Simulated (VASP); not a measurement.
# V (R-3m) in VASP: notebook

V is run at these levels: PBEsol; tasks: relaxation of cell and atoms, single point.

Everything below comes from runs of VASP 6.6.1. Logs are shortened: lines on timing, memory, paths and dates and some standing lists are left out, and cuts for length are marked.

## (1) The cell of the first run

The structure is trigonal, space group R-3m (No. 166). The conventional cell has a = 3.305 Å, b = 3.305 Å, c = 9.194 Å, α = 90.00°, β = 90.00°, γ = 120.00°. V (site symmetry 3m) has 6 V at 2.21 to 2.73 Å within 2.9 Å.

## (2) Relaxation of cell and atoms, PBEsol

INCAR

```
PREC = Accurate
ENCUT = 600
EDIFF = 1E-6
ISMEAR = 0
SIGMA = 0.1
LREAL = F
LASPH = T
NELM = 60
ALGO = Normal
ISIF = 3
LWAVE = F
LCHARG = F
GGA = PS
IBRION = 2
NSW = 90
EDIFFG = -0.04
```

KPOINTS

```
Automatic mesh
0
Gamma
  6 6 6
```

POSCAR

```
V
1.0
    1.6526984278      0.9541858822      3.0647310873
   -1.6526984278      0.9541858822      3.0647310873
    0.0000000000     -1.9083717644      3.0647310873
V
2
Direct
    0.2275400000      0.2275400000      0.2275400000
    0.7724600000      0.7724600000      0.7724600000
```

Potentials or basis: VASP PAW PBE potentials, release 64 (V_sv).

The run is started by

```bash
cat potpaw_PBE.64/V_sv/POTCAR > POTCAR
mpirun -np 1 vasp_std > vasp.out
```

OUTCAR:

```text
PREC = Accurate
   ENCUT = 600
   EDIFF = 1E-6
   ISMEAR = 0
   LREAL = F
   LASPH = T
   NELM = 60
   ISIF = 3
   GGA = PS
   IBRION = 2
   NSW = 90
   EDIFFG = -0.04

 ion  position               nearest neighbor table
   1  0.228  0.228  0.228-   2 2.21   2 2.21   2 2.21   2 2.73   2 2.73   2 2.73
   2  0.772  0.772  0.772-   1 2.21   1 2.21   1 2.21   1 2.73   1 2.73   1 2.73

  LATTYP: Found a trigonal (rhomboedric) cell.
 ALAT       =     3.6103267759
 COS(alpha) =     0.5808936906

  Lattice vectors:

 A1 = (   1.6526984278,   0.9541858822,   3.0647310873)
 A2 = (  -1.6526984278,   0.9541858822,   3.0647310873)
 A3 = (   0.0000000000,  -1.9083717644,   3.0647310873)

Analysis of symmetry for initial positions (statically):
=====================================================================
 Subroutine PRICEL returns:
 Original cell was already a primitive cell.

 Routine SETGRP: Setting up the symmetry group for a
 trigonal (rhombohedral) supercell.

 Subroutine GETGRP returns: Found 12 space group operations
 (whereof 12 operations were pure point group operations)
 out of a pool of 12 trial point group operations.

The static configuration has the point symmetry D_3d.

Analysis of symmetry for dynamics (positions and initial velocities):
=====================================================================
 Subroutine PRICEL returns:
 Original cell was already a primitive cell.

 Routine SETGRP: Setting up the symmetry group for a
 trigonal (rhombohedral) supercell.

 Subroutine GETGRP returns: Found 12 space group operations
 (whereof 12 operations were pure point group operations)
 out of a pool of 12 trial point group operations.

The dynamic configuration has the point symmetry D_3d.

 Subroutine INISYM returns: Found 12 space group operations
 (whereof 12 operations are pure point group operations),
 and found     1 'primitive' translations

----------------------------------------------------------------------------------------

                                     Primitive cell

  volume of cell :      28.9981

  direct lattice vectors                    reciprocal lattice vectors
     1.652698428  0.954185882  3.064731087     0.302535533  0.174668972  0.108764301
    -1.652698428  0.954185882  3.064731087    -0.302535533  0.174668972  0.108764301
     0.000000000 -1.908371764  3.064731087     0.000000000 -0.349337943  0.108764301

  length of vectors
     3.610326776  3.610326776  3.610326776     0.365877946  0.365877946  0.365877946

  position of ions in fractional coordinates (direct lattice)
     0.227540000  0.227540000  0.227540000
     0.772460000  0.772460000  0.772460000

  ion indices of the primitive-cell ions
   primitive index   ion index
                 1           1
                 2           2

----------------------------------------------------------------------------------------

 KPOINTS: Automatic mesh

Automatic generation of k-mesh.
 Grid dimensions read from file:
 generate k-points for:    6    6    6

 Generating k-lattice:

  Cartesian coordinates                     Fractional coordinates (reciprocal lattice)
     0.050422589  0.029111495  0.018127383     0.166666667  0.000000000 -0.000000000
    -0.050422589  0.029111495  0.018127383     0.000000000  0.166666667 -0.000000000
     0.000000000 -0.058222991  0.018127383    -0.000000000 -0.000000000  0.166666667

  Length of vectors
     0.060979658  0.060979658  0.060979658

  Shift w.r.t. Gamma in fractional coordinates (k-lattice)
     0.000000000  0.000000000  0.000000000

 Subroutine IBZKPT returns following result:
 ===========================================

 Found     32 irreducible k-points:

 Following reciprocal coordinates:
            Coordinates               Weight
  0.000000  0.000000  0.000000      1.000000
  0.166667  0.000000  0.000000      6.000000
  0.333333 -0.000000  0.000000      6.000000
  0.500000 -0.000000  0.000000      3.000000
  0.166667  0.166667  0.000000      6.000000
  0.333333  0.166667  0.000000     12.000000
[... 16 lines left out ...]
  0.500000  0.500000  0.166667      6.000000
 -0.333333  0.500000  0.166667     12.000000
 [... further k-points ...]
   k-points           NKPTS =     32   k-points in BZ     NKDIM =     32   number of bands    NBANDS=     17
   number of dos      NEDOS =    301   number of ions     NIONS =      2
   total plane-waves  NPLWV =  27000
   dimension x,y,z NGX =    30 NGY =   30 NGZ =   30
   dimension x,y,z NGXF=    60 NGYF=   60 NGZF=   60
   ions per type =               2
   NGX,Y,Z   is equivalent  to a cutoff of  13.81, 13.81, 13.81 a.u.
   NGXF,Y,Z  is equivalent  to a cutoff of  27.63, 27.63, 27.63 a.u.
 SYSTEM =  unknown system
   PREC   = accura    normal or accurate (medium, high low for compatibility)
   ISTART =      0    job   : 0-new  1-cont  2-samecut
   ICHARG =      2    charge: 1-file 2-atom 10-const
   ISPIN  =      1    spin polarized calculation?
   LNONCOLLINEAR =      F non collinear calculations
   LSORBIT =      F    spin-orbit coupling
   LASPH  =      T    aspherical Exc in radial PAW
   ENCUT  =  600.0 eV  44.10 Ry    6.64 a.u.   7.21  7.21  7.21*2*pi/ulx,y,z
   NELM   =     60;   NELMIN=  2; NELMDL= -5     # of ELM steps
   EDIFF  = 0.1E-05   stopping-criterion for ELM
   LREAL  =      F    real-space projection
   EDIFFG = -.4E-01   stopping-criterion for IOM
   NSW    =     90    number of steps for IOM
   IBRION =      2    ionic relax: 0-MD 1-quasi-New 2-CG
   NFREE  =      1    steps in history (QN), initial steepest desc. (CG)
   ISIF   =      3    stress and relaxation
   ISYM   =      2    0-nonsym 1-usesym 2-fastsym
   POTIM  = 0.5000    time-step for ionic-motion
   TEBEG  =    0.0;   TEEND  =   0.0 temperature during run
   PSTRESS=    0.0 pullay stress
   NELECT =      26.0000    total number of electrons
   NUPDOWN=      -1.0000    fix difference up-down
   EMIN   =  10.00;   EMAX   =-10.00  energy-range for DOS
   EFERMI =   0.00;   METHOD = LEGACY
   ISMEAR =     0;   SIGMA  =   0.10  broadening in eV -4-tet -1-fermi 0-gaus
   EFERMI_NEDOS =   21; number of points for ismear=-14 and -15
   IALGO  =     38    algorithm
   IMIX   =      4    mixing-type and parameters
     AMIX     =   0.40;   BMIX     =  1.00
     AMIX_MAG =   1.60;   BMIX_MAG =  1.00
  volume/ion in A,a.u.               =      14.50        97.84
  Fermi-wavevector in a.u.,A,eV,Ry     =   1.578614  2.983147 33.906008  2.492021
  Thomas-Fermi vector in A             =   2.679118
   LORBIT       =      0    0 simple, 1 ext, 2 COOP (PROOUT), +10 PAW based schemes
   GGA     = PS    functional components
   LHFCALC =     F    Hartree Fock is set to
   AEXX    =    0.0000 exact exchange contribution
   IVDW    =     0    specifies the selected vdW correction
   LEPSILON=     F    determine dielectric tensor
   LRPA    =     F    only Hartree local field effects (RPA)
 conjugate gradient relaxation of ions
 non-spin polarized calculation
 Gauss-broadening in eV      SIGMA  =   0.10
  energy-cutoff  :      600.00
  volume of cell :       29.00
 maximum number of plane-waves:       996
 NGX is ok and might be reduce to    30

--------------------------------------- Ionic step        1  -------------------------------------------

 number of electron      26.0000003 magnetization

 Free energy of the ion-electron system (eV)
  ---------------------------------------------------
  ext. energy  EPLUGINS =         0.00000000
  ---------------------------------------------------
  free energy    TOTEN  =       -16.80637793 eV

  energy without entropy =      -16.78895636  energy(sigma->0) =      -16.79766714

------------------------ aborting loop because EDIFF is reached ----------------------------------------

  FORCE on cell =-STRESS in cart. coord.  units (eV):
  Direction    XX          YY          ZZ          XY          YZ          ZX
  --------------------------------------------------------------------------------------
  -------------------------------------------------------------------------------------
  Total       -0.4260937     -0.4260937      1.4476310      0.0000000      0.0000000     -0.0000000
  in kB      -23.5421165    -23.5421165     79.9830986      0.0000000      0.0000000     -0.0000000
  external PRESSURE =      10.9662885 kB  Pullay stress =       0.0000000 kB
[... 89 lines left out ...]
  FREE ENERGIE OF THE ION-ELECTRON SYSTEM (eV)
  ---------------------------------------------------
  free  energy   TOTEN  =       -17.8853431626 eV

  energy  without entropy=      -17.8724881157  energy(sigma->0) =      -17.87891564

 E-fermi :   9.9776     XC(G=0): -13.1011

 val. band max:        9.8858892943   @ k =  -0.3333   0.3333   0.1667
 cond. band min:       9.9908367659   @ k =  -0.3333  -0.3333   0.1667
 fundamental gap:      0.1049474716
 Fermi energy:         9.9776252819

 k-point     1 :       0.0000    0.0000    0.0000
  band No.  band energies     occupation
      1     -53.6452      2.00000
      2     -53.2895      2.00000
      3     -28.0628      2.00000
      4     -27.3713      2.00000
      5     -27.3713      2.00000
      6     -27.0877      2.00000
[... 457 lines left out ...]
      4     -27.8901      2.00000
      5     -27.5284      2.00000
      6     -27.2469      2.00000
[... 9 lines left out ...]
     16      12.6802      0.00000
     17      13.1968      0.00000

 [... further k-points ...]

[... ionic steps 4 to 12 ...]

--------------------------------------- Ionic step       13  -------------------------------------------

 number of electron      25.9999999 magnetization

------------------------ aborting loop because EDIFF is reached ----------------------------------------
[... 67 lines left out ...]
--------------------------------------- Ionic step       15  -------------------------------------------

 number of electron      26.0000003 magnetization

 Free energy of the ion-electron system (eV)
  ---------------------------------------------------
  ext. energy  EPLUGINS =         0.00000000
  ---------------------------------------------------
  free energy    TOTEN  =       -18.79384502 eV

  energy without entropy =      -18.78496873  energy(sigma->0) =      -18.78940687

 E-fermi :  10.0175     XC(G=0): -13.1193

 val. band max:        9.9174388599   @ k =  -0.3333   0.3333   0.1667
 cond. band min:      10.0444201103   @ k =  -0.3333  -0.3333   0.1667
 fundamental gap:      0.1269812504
 Fermi energy:        10.0175086909

 k-point     1 :       0.0000    0.0000    0.0000
  band No.  band energies     occupation
      1     -53.6025      2.00000
      2     -53.2517      2.00000
      3     -28.0220      2.00000
      4     -27.3168      2.00000
      5     -27.3168      2.00000
      6     -27.0417      2.00000
[... 457 lines left out ...]
      4     -27.8459      2.00000
      5     -27.4810      2.00000
      6     -27.2058      2.00000
[... 9 lines left out ...]
     16      12.7205      0.00000
     17      13.2759      0.00000

 [... further k-points ...]

------------------------ aborting loop because EDIFF is reached ----------------------------------------

  FORCE on cell =-STRESS in cart. coord.  units (eV):
  Direction    XX          YY          ZZ          XY          YZ          ZX
  --------------------------------------------------------------------------------------
  -------------------------------------------------------------------------------------
  Total        0.0012897      0.0012897      0.0274704      0.0000000     -0.0000000      0.0000000
  in kB        0.0779718      0.0779718      1.6607699      0.0000000     -0.0000000      0.0000000
  external PRESSURE =       0.6055712 kB  Pullay stress =       0.0000000 kB
[... 17 lines left out ...]
  FREE ENERGIE OF THE ION-ELECTRON SYSTEM (eV)
  ---------------------------------------------------
  free  energy   TOTEN  =       -18.7938450159 eV

  energy  without entropy=      -18.7849687309  energy(sigma->0) =      -18.78940687

 reached required accuracy - stopping structural energy minimisation
```

It took 2.3 min on 1 thread of Intel Xeon Platinum 8488C (Sapphire Rapids), shared host; peak memory 0.18 GiB.

What came out:

| Property | Result |
| --- | --- |
| Free energy | -18.7938 eV |
| Relaxed volume | 13.25 Å³/atom |
| Relaxed cell | a = 4.194 Å, b = 4.194 Å, c = 4.194 Å, α = 39.19°, β = 39.19°, γ = 39.19° |
| Space group after relaxing (to 0.1 Å) | R-3m (No. 166) |
| Energy gained by relaxing | 993.7 meV/atom |
| Ionic steps | 15 |
| Pressure after relaxing | 0.1 GPa |
| Band gap on the k mesh | zero (bands 13 and 14 overlap by 1.10 eV) |

Forces on the atoms (eV/Å):
```
V    0.000  0.000 -0.002
V    0.000  0.000  0.002
```

Stress tensor (GPa, compression positive):
```
0.01 0.00 0.00
0.00 0.01 0.00
0.00 0.00 0.17
```

The path:
```
step  energy change (eV)  largest force (eV/Å)  pressure (GPa)  volume (Å³)
   1              0.0000                4.1211            1.10        29.00
   2             -1.0676                0.1962           -9.12        29.40
   3             -1.0790                0.2737           -9.36        29.43
   4             -1.5419                1.9340            9.12        25.81
   5             -1.5443                2.0238           11.55        25.50
   6             -1.7945                1.3842           11.35        25.33
   7             -1.8097                1.4849           12.70        25.23
   8             -1.9318                0.7911           -1.87        26.92
   9             -1.9339                0.7049           -3.48        27.17
  10             -1.9687                0.4265           -2.37        26.89
  11             -1.9860                0.0234           -0.57        26.58
  12             -1.9864                0.0601           -0.02        26.52
  13             -1.9864                0.0430           -0.11        26.53
  14             -1.9873                0.0153            0.00        26.51
  15             -1.9875                0.0024            0.06        26.50
```

Final structure:
```yaml
crystal:
  lattice:
    - [1.40657, 0.81209, 3.86678]
    - [-1.40657, 0.81209, 3.86678]
    - [0.00000, -1.62417, 3.86678]
  atoms:
    - { symbol: V, position: [0.25001, 0.25001, 0.25001] }
    - { symbol: V, position: [0.74999, 0.74999, 0.74999] }
```

Caveat: the k points lie up to 0.44 Å⁻¹ apart in the final cell, too coarse for converged energies and pressures of a metal; a cell axis changed by over 15 % at a fixed basis, so the end point is rough; the PAW data sets were made with another functional, which shifts forces and pressure a little.

## (3) Single point, PBEsol

This run uses another cell than the first one: it holds 1 atom, not 2.

INCAR

```
SYSTEM = V
PREC     = Accurate       ! precision mode
ENCUT    = 520            ! plane-wave cutoff, eV
EDIFF    = 1E-6           ! SCF threshold, eV
ISMEAR   = 0              ! smearing method
SIGMA    = 0.1            ! smearing width, eV
LREAL    = .False.        ! projectors in reciprocal space
LASPH    = .True.         ! aspherical terms in the spheres
NELM     = 100            ! most SCF steps
ALGO     = Fast           ! electronic algorithm
ISIF     = 2              ! what is computed and relaxed
LWAVE    = .False.        ! write WAVECAR
LCHARG   = .True.         ! write CHGCAR
GGA      = PS             ! functional
LELF     = .True.         ! ELF
LVHAR    = .True.       
NBANDS   = 12             ! bands
```

KPOINTS

```
regular mesh
0
Gamma
  24 24 24
  0 0 0
```

POSCAR

```
V
1.0
    1.4110332055      0.8146604010      1.9207634528
   -1.4110332055      0.8146604010      1.9207634528
    0.0000000000     -1.6293208020      1.9207634527
V
1
Direct
    0.5000000000      0.5000000000      0.5000000000
```

Potentials or basis: VASP PAW PBE potentials, release 64 (V_sv).

The run is started by

```bash
cat potpaw_PBE.64/V_sv/POTCAR > POTCAR
mpirun -np 1 vasp_std > vasp.out
```

Run time: 1.7 min. Hardware: 1 thread of Intel Xeon Platinum 8488C (Sapphire Rapids), shared host; peak memory 0.3 GiB.

The run converged. Its results:

```yaml
Free_energy: -9.3824 eV
Pressure: 0.3 GPa
Band_gap_on_the_k_mesh: zero (an odd number of electrons rules out a gap without spin polarisation)
```

Levels at points of the mesh, in eV from the Fermi level:
| k point | band 4 | band 5 | band 6 | band 7 | band 8 | band 9 |
| --- | --- | --- | --- | --- | --- | --- |
| (0.00, 0.00, 0.00) | -36.72 | -6.82 | -0.62 | -0.62 | 1.83 | 2.49 |
| (0.50, 0.00, 0.00) | -36.87 | -3.26 | -0.72 | 0.48 | 1.59 | 2.74 |
| (0.50, 0.50, 0.00) | -37.04 | -3.59 | -2.54 | 3.07 | 3.58 | 3.95 |
| (0.50, 0.50, 0.50) | -37.31 | -3.36 | -0.41 | -0.41 | 3.38 | 4.04 |

Caveat: the PAW data sets were made with another functional, which shifts forces and pressure a little.

(Continued in part 2 of 2.)

The gap in the log of VASP goes by the Fermi energy; the results here count the filled bands.